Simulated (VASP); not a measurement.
Rb3LuBe2:

```
Rb Lu Be
1.0
     4.12222    0.00000    0.00000
     0.00000    4.12222    0.00000
     0.00000    0.00000    9.04280
Rb Lu Be
3 1 2
Direct
  0.50000 0.50000 0.00000
  0.00000 0.50000 0.37740
  0.50000 0.00000 0.62260
  0.00000 0.00000 0.00000
  0.00000 0.50000 0.73723
  0.50000 0.00000 0.26277
```

The cell was generated, and may not be a known phase.

```yaml
Program: VASP 6.6.1
Task: relaxation of cell and atoms
Functional: PBE
Potentials_or_basis: VASP PAW PBE potentials, release 64 (Rb_sv, Lu, Be)
Cutoff: 600 eV
k_mesh: 4 × 4 × 2
Occupations: gaussian, width 0.1 eV
Spin: no spin polarisation
```

At the start: pressure 10.6 GPa; volume 25.61 Å³/atom.

Q: Where does the relaxation end?

A: Over 15 steps the energy falls by 599.7 meV/atom and the volume is 41.64 Å³/atom (+62.6 %); space group P-4m2 (No. 115, to 0.1 Å) before and after.

Step by step:
```tsv
step	energy change (eV)	largest force (eV/Å)	pressure (GPa)	volume (Å³)
1	0.0000	1.4022	10.57	153.66
2	-2.0761	1.0981	3.30	194.13
3	-2.7351	0.8853	0.15	233.92
4	-2.7959	0.8307	-0.54	249.46
5	-2.8001	0.8136	-0.73	254.62
6	-3.0108	0.7857	-0.60	250.32
7	-3.3468	0.6555	0.12	235.76
8	-3.3596	0.6141	0.42	230.80
9	-3.4740	0.4160	0.21	235.90
10	-3.5822	0.0954	-0.03	247.11
11	-3.5855	0.0930	-0.06	249.17
12	-3.5857	0.0920	-0.07	249.80
13	-3.5937	0.0619	0.07	247.41
14	-3.5958	0.0407	0.16	245.53
15	-3.5983	0.0139	-0.06	249.84
```

Final structure:
```yaml
crystal:
  lattice:
    - [5.37874, 0.00000, 0.00000]
    - [0.00000, 5.37874, 0.00000]
    - [0.00000, 0.00000, 8.63577]
  atoms:
    - { symbol: Rb, position: [0.50000, 0.50000, 0.00000] }
    - { symbol: Rb, position: [0.00000, 0.50000, 0.37419] }
    - { symbol: Rb, position: [0.50000, 0.00000, 0.62581] }
    - { symbol: Lu, position: [0.00000, 0.00000, 0.00000] }
    - { symbol: Be, position: [0.00000, 0.50000, 0.82514] }
    - { symbol: Be, position: [0.50000, 0.00000, 0.17486] }
```

Caveat: the k points lie up to 0.36 Å⁻¹ apart in the final cell; the volume moved by over 15 % at a fixed basis, so the end points are rough.
